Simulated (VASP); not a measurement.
# PbS (Fm-3m) in VASP: single point with PBE

Aim: the single point of PbS with PBE.

Program: VASP 6.6.1. These are calculated values, not measurements. Logs are shortened: lines on timing, memory, paths and dates and some standing lists are left out, and cuts for length are marked.

### Step 1. The cell of the first run

Symmetry: Fm-3m, No. 225, cubic system. Conventional cell: a = 5.931 Å, b = 5.931 Å, c = 5.931 Å, α = 90.00°, β = 90.00°, γ = 90.00°. Pb (site symmetry m-3m) has 6 S at 2.97 Å within 3.9 Å. S (site symmetry m-3m) has 6 Pb at 2.97 Å within 3.9 Å.

### Step 2. Single point, PBE

INCAR

```
  PREC = Accurate
  ENCUT = 520
  EDIFF = 1E-7
  ISMEAR = 0
  SIGMA = 0.05
  LREAL = False
  LASPH = True
  NELM = 80
  ALGO = Normal
  ISIF = 2
  LWAVE = False
  LCHARG = True
  GGA = PE
  LELF = True
  LVHAR = True
  NBANDS = 17
```

KPOINTS

```
regular mesh
0
Gamma
  10 10 10
```

POSCAR

```
PbS
1.0
    0.0000000000      2.9657500000      2.9657500000
    2.9657500000      0.0000000000      2.9657500000
    2.9657500000      2.9657500000      0.0000000000
Pb S
1 1
Direct
    0.0000000000      0.0000000000      0.0000000000
    0.5000000000      0.5000000000      0.5000000000
```

Potentials or basis: VASP PAW PBE potentials, release 64 (Pb_d, S).

Launch:

```bash
$ cat potpaw_PBE.64/Pb_d/POTCAR potpaw_PBE.64/S/POTCAR > POTCAR
$ mpirun -np 1 vasp_std > vasp.out
```

OUTCAR:

```text
PREC = Accurate
   ENCUT = 520
   EDIFF = 1E-7
   ISMEAR = 0
   LREAL = False
   LASPH = True
   NELM = 80
   ISIF = 2
   GGA = PE

 ion  position               nearest neighbor table
   1  0.000  0.000  0.000-   2 2.97   2 2.97   2 2.97   2 2.97   2 2.97   2 2.97
   2  0.500  0.500  0.500-   1 2.97   1 2.97   1 2.97   1 2.97   1 2.97   1 2.97

  LATTYP: Found a face centered cubic cell.
 ALAT       =     5.9315000000

  Lattice vectors:

 A1 = (   0.0000000000,   2.9657500000,   2.9657500000)
 A2 = (   2.9657500000,   0.0000000000,   2.9657500000)
 A3 = (   2.9657500000,   2.9657500000,   0.0000000000)

Analysis of symmetry for initial positions (statically):
=====================================================================
 Subroutine PRICEL returns:
 Original cell was already a primitive cell.

 Routine SETGRP: Setting up the symmetry group for a
 face centered cubic supercell.

 Subroutine GETGRP returns: Found 48 space group operations
 (whereof 48 operations were pure point group operations)
 out of a pool of 48 trial point group operations.

The static configuration has the point symmetry O_h .

Analysis of symmetry for dynamics (positions and initial velocities):
=====================================================================
 Subroutine PRICEL returns:
 Original cell was already a primitive cell.

 Routine SETGRP: Setting up the symmetry group for a
 face centered cubic supercell.

 Subroutine GETGRP returns: Found 48 space group operations
 (whereof 48 operations were pure point group operations)
 out of a pool of 48 trial point group operations.

The dynamic configuration has the point symmetry O_h .

 Subroutine INISYM returns: Found 48 space group operations
 (whereof 48 operations are pure point group operations),
 and found     1 'primitive' translations

----------------------------------------------------------------------------------------

                                     Primitive cell

  volume of cell :      52.1715

  direct lattice vectors                    reciprocal lattice vectors
     0.000000000  2.965750000  2.965750000    -0.168591419  0.168591419  0.168591419
     2.965750000  0.000000000  2.965750000     0.168591419 -0.168591419  0.168591419
     2.965750000  2.965750000  0.000000000     0.168591419  0.168591419 -0.168591419

  length of vectors
     4.194203873  4.194203873  4.194203873     0.292008903  0.292008903  0.292008903

  position of ions in fractional coordinates (direct lattice)
     0.000000000  0.000000000  0.000000000
     0.500000000  0.500000000  0.500000000

  ion indices of the primitive-cell ions
   primitive index   ion index
                 1           1
                 2           2

----------------------------------------------------------------------------------------

 KPOINTS: regular mesh

Automatic generation of k-mesh.
 Grid dimensions read from file:
 generate k-points for:   10   10   10

 Generating k-lattice:

  Cartesian coordinates                     Fractional coordinates (reciprocal lattice)
    -0.016859142  0.016859142  0.016859142     0.100000000  0.000000000  0.000000000
     0.016859142 -0.016859142  0.016859142     0.000000000  0.100000000  0.000000000
     0.016859142  0.016859142 -0.016859142     0.000000000  0.000000000  0.100000000

  Length of vectors
     0.029200890  0.029200890  0.029200890

  Shift w.r.t. Gamma in fractional coordinates (k-lattice)
     0.000000000  0.000000000  0.000000000

 Subroutine IBZKPT returns following result:
 ===========================================

 Found     47 irreducible k-points:

 Following reciprocal coordinates:
            Coordinates               Weight
  0.000000  0.000000  0.000000      1.000000
  0.100000  0.000000  0.000000      8.000000
  0.200000  0.000000  0.000000      8.000000
  0.300000  0.000000  0.000000      8.000000
  0.400000  0.000000  0.000000      8.000000
  0.500000  0.000000  0.000000      4.000000
[... 16 lines left out ...]
  0.300000  0.300000  0.000000      6.000000
  0.400000  0.300000  0.000000     24.000000
 [... further k-points ...]
   k-points           NKPTS =     47   k-points in BZ     NKDIM =     47   number of bands    NBANDS=     17
   number of dos      NEDOS =    301   number of ions     NIONS =      2
   total plane-waves  NPLWV =  32768
   dimension x,y,z NGX =    32 NGY =   32 NGZ =   32
   dimension x,y,z NGXF=    64 NGYF=   64 NGZF=   64
   ions per type =               1   1
   NGX,Y,Z   is equivalent  to a cutoff of  12.68, 12.68, 12.68 a.u.
   NGXF,Y,Z  is equivalent  to a cutoff of  25.37, 25.37, 25.37 a.u.
 SYSTEM =  unknown system
   PREC   = accura    normal or accurate (medium, high low for compatibility)
   ISTART =      0    job   : 0-new  1-cont  2-samecut
   ICHARG =      2    charge: 1-file 2-atom 10-const
   ISPIN  =      1    spin polarized calculation?
   LNONCOLLINEAR =      F non collinear calculations
   LSORBIT =      F    spin-orbit coupling
   LASPH  =      T    aspherical Exc in radial PAW
   ENCUT  =  520.0 eV  38.22 Ry    6.18 a.u.   7.80  7.80  7.80*2*pi/ulx,y,z
   NELM   =     80;   NELMIN=  2; NELMDL= -5     # of ELM steps
   EDIFF  = 0.1E-06   stopping-criterion for ELM
   LREAL  =      F    real-space projection
   EDIFFG = 0.1E-05   stopping-criterion for IOM
   NSW    =      0    number of steps for IOM
   IBRION =     -1    ionic relax: 0-MD 1-quasi-New 2-CG
   NFREE  =      0    steps in history (QN), initial steepest desc. (CG)
   ISIF   =      2    stress and relaxation
   ISYM   =      2    0-nonsym 1-usesym 2-fastsym
   POTIM  = 0.5000    time-step for ionic-motion
   TEBEG  =    0.0;   TEEND  =   0.0 temperature during run
   PSTRESS=    0.0 pullay stress
   NELECT =      20.0000    total number of electrons
   NUPDOWN=      -1.0000    fix difference up-down
   EMIN   =  10.00;   EMAX   =-10.00  energy-range for DOS
   EFERMI =   0.00;   METHOD = LEGACY
   ISMEAR =     0;   SIGMA  =   0.05  broadening in eV -4-tet -1-fermi 0-gaus
   EFERMI_NEDOS =   21; number of points for ismear=-14 and -15
   IALGO  =     38    algorithm
   IMIX   =      4    mixing-type and parameters
     AMIX     =   0.40;   BMIX     =  1.00
     AMIX_MAG =   1.60;   BMIX_MAG =  1.00
  volume/ion in A,a.u.               =      26.09       176.04
  Fermi-wavevector in a.u.,A,eV,Ry     =   1.189251  2.247359 19.242973  1.414319
  Thomas-Fermi vector in A             =   2.325363
   LORBIT       =      0    0 simple, 1 ext, 2 COOP (PROOUT), +10 PAW based schemes
   GGA     = PE    functional components
   LHFCALC =     F    Hartree Fock is set to
   AEXX    =    0.0000 exact exchange contribution
   IVDW    =     0    specifies the selected vdW correction
   LEPSILON=     F    determine dielectric tensor
   LRPA    =     F    only Hartree local field effects (RPA)
 non-spin polarized calculation
 Gauss-broadening in eV      SIGMA  =   0.05
  energy-cutoff  :      520.00
  volume of cell :       52.17
 maximum number of plane-waves:      1422
   NGX = 15   NGY = 15   NGZ = 15

 number of electron      19.9999998 magnetization

 Free energy of the ion-electron system (eV)
  ---------------------------------------------------
  ext. energy  EPLUGINS =         0.00000000
  ---------------------------------------------------
  free energy    TOTEN  =        -8.75554964 eV

  energy without entropy =       -8.75554964  energy(sigma->0) =       -8.75554964

 E-fermi :   6.0053     XC(G=0):  -9.6822

 val. band max:        5.8233716407   @ k =   0.5000   0.0000   0.0000
 cond. band min:       6.1873045474   @ k =   0.5000   0.0000   0.0000
 fundamental gap:      0.3639329067
 Fermi energy:         6.0052623102

 k-point     1 :       0.0000    0.0000    0.0000
  band No.  band energies     occupation
      1     -11.0020      2.00000
      2     -11.0020      2.00000
      3     -11.0020      2.00000
      4     -10.9855      2.00000
      5     -10.9855      2.00000
      6      -7.7745      2.00000
[... 9 lines left out ...]
     16      12.5531      0.00000
     17      14.4812      0.00000

 k-point     2 :       0.1000    0.0000    0.0000
  band No.  band energies     occupation
      1     -11.0015      2.00000
      2     -10.9996      2.00000
      3     -10.9996      2.00000
      4     -10.9864      2.00000
      5     -10.9864      2.00000
      6      -7.6887      2.00000
[... 9 lines left out ...]
     16      12.8057      0.00000
     17      15.3198      0.00000

 k-point     3 :       0.2000    0.0000    0.0000
  band No.  band energies     occupation
      1     -11.0013      2.00000
      2     -11.0013      2.00000
      3     -11.0004      2.00000
      4     -10.9810      2.00000
      5     -10.9810      2.00000
      6      -7.4430      2.00000
[... 9 lines left out ...]
     16      13.3823      0.00000
     17      16.9911      0.00000

 k-point     4 :       0.3000    0.0000    0.0000
  band No.  band energies     occupation
      1     -11.0093      2.00000
      2     -11.0093      2.00000
      3     -10.9995      2.00000
      4     -10.9682      2.00000
      5     -10.9682      2.00000
      6      -7.0801      2.00000
[... 9 lines left out ...]
     16      14.2297      0.00000
     17      18.2044      0.00000
[... 343 lines left out ...]
      1     -11.0160      2.00000
      2     -11.0031      2.00000
      3     -10.9954      2.00000
      4     -10.9795      2.00000
      5     -10.9674      2.00000
      6      -6.9480      2.00000
[... 9 lines left out ...]
     16      15.7124      0.00000
     17      16.0866      0.00000

 k-point    23 :       0.3000    0.3000    0.0000
  band No.  band energies     occupation
      1     -11.0703      2.00000
      2     -11.0186      2.00000
      3     -10.9686      2.00000
      4     -10.9628      2.00000
      5     -10.9628      2.00000
      6      -6.8161      2.00000
[... 9 lines left out ...]
     16      16.4134      0.00000
     17      16.7035      0.00000

 k-point    24 :       0.4000    0.3000    0.0000
  band No.  band energies     occupation
      1     -11.0908      2.00000
      2     -11.0186      2.00000
      3     -10.9715      2.00000
      4     -10.9564      2.00000
      5     -10.9515      2.00000
      6      -6.5242      2.00000
[... 9 lines left out ...]
     16      16.8577      0.00000
     17      17.4624      0.00000

 [... further k-points ...]

------------------------ aborting loop because EDIFF is reached ----------------------------------------

  FORCE on cell =-STRESS in cart. coord.  units (eV):
  Direction    XX          YY          ZZ          XY          YZ          ZX
  --------------------------------------------------------------------------------------
  -------------------------------------------------------------------------------------
  Total        0.7054197      0.7054197      0.7054197      0.0000000      0.0000000      0.0000000
  in kB       21.6632982     21.6632982     21.6632982      0.0000000      0.0000000      0.0000000
  external PRESSURE =      21.6632982 kB  Pullay stress =       0.0000000 kB

 VOLUME and BASIS-vectors are now :
 -----------------------------------------------------------------------------
  energy-cutoff  :      520.00
  volume of cell :       52.17
      direct lattice vectors                 reciprocal lattice vectors
     0.000000000  2.965750000  2.965750000    -0.168591419  0.168591419  0.168591419
     2.965750000  0.000000000  2.965750000     0.168591419 -0.168591419  0.168591419
     2.965750000  2.965750000  0.000000000     0.168591419  0.168591419 -0.168591419

 POSITION                                       TOTAL-FORCE (eV/Angst)
 -----------------------------------------------------------------------------------
      0.00000      0.00000      0.00000        -0.000000     -0.000000     -0.000000
      2.96575      2.96575      2.96575         0.000000      0.000000      0.000000
 -----------------------------------------------------------------------------------
    total drift:                                0.000000     -0.000000     -0.000000

  FREE ENERGIE OF THE ION-ELECTRON SYSTEM (eV)
  ---------------------------------------------------
  free  energy   TOTEN  =        -8.7555496406 eV

  energy  without entropy=       -8.7555496402  energy(sigma->0) =       -8.75554964
```

Run time: 25 s. Hardware: 1 thread of Intel Xeon 6975P-C, shared host; peak memory 0.2 GiB.

Results:

```
Free energy            : -8.7555 eV
Pressure               : 2.2 GPa
Band gap on the k mesh : 0.36 eV, direct
```

Caveat: spin-orbit coupling is left out, which moves the levels of the heavy elements. A k mesh can miss the band edges.
